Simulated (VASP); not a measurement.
Here is a VASP 6.6.1 calculation.

File INCAR:

```
SYSTEM = LiAlO
  PREC = Accurate
  ENCUT = 520
  EDIFF = 1E-7
  ISMEAR = 0
  SIGMA = 0.1
  LREAL = .False.
  LASPH = .True.
  NELM = 80
  ALGO = Normal
  ISIF = 2
  LWAVE = .False.
  LCHARG = .False.
  GGA = PE
  NBANDS = 21
```

File KPOINTS:

```
Automatic mesh
0
Gamma
  4 4 4
  0 0 0
```

POSCAR

```
LiAlO
1.0
    3.1177477640      0.0000000000      0.0000000000
    0.0000000000      3.1177477640      0.0000000000
    0.0000000000      0.0000000000      6.9220215172
Li Al O
2 2 2
Direct
    0.0000000000      0.0000000000      0.0000000000
    0.5000000000      0.5000000000      0.0000000000
    0.5000000000      0.0000000000      0.6625183954
    0.0000000000      0.5000000000      0.3374816046
    0.5000000000      0.0000000000      0.3926944136
    0.0000000000      0.5000000000      0.6073055864
```

Potentials or basis: VASP PAW PBE potentials, release 64 (Li_sv, Al, O).

The run is started by

```console
$ cat potpaw_PBE.64/Li_sv/POTCAR potpaw_PBE.64/Al/POTCAR potpaw_PBE.64/O/POTCAR > POTCAR
$ mpirun -np 1 vasp_std > vasp.out
```

Problem. Estimate the largest force.

Solution. 0.010 eV/Å.

Problem. Estimate the band gap on the k mesh.

Solution. 1.98 eV, indirect (least direct gap 2.42 eV).

Forces on the atoms (eV/Å):
```
Li   0.000  0.000  0.000
Li   0.000  0.000  0.000
Al   0.000  0.000 -0.002
Al   0.000  0.000  0.002
O    0.000  0.000 -0.010
O    0.000  0.000  0.010
```

Caveat: the k points lie up to 0.50 Å⁻¹ apart. A k mesh can miss the band edges.
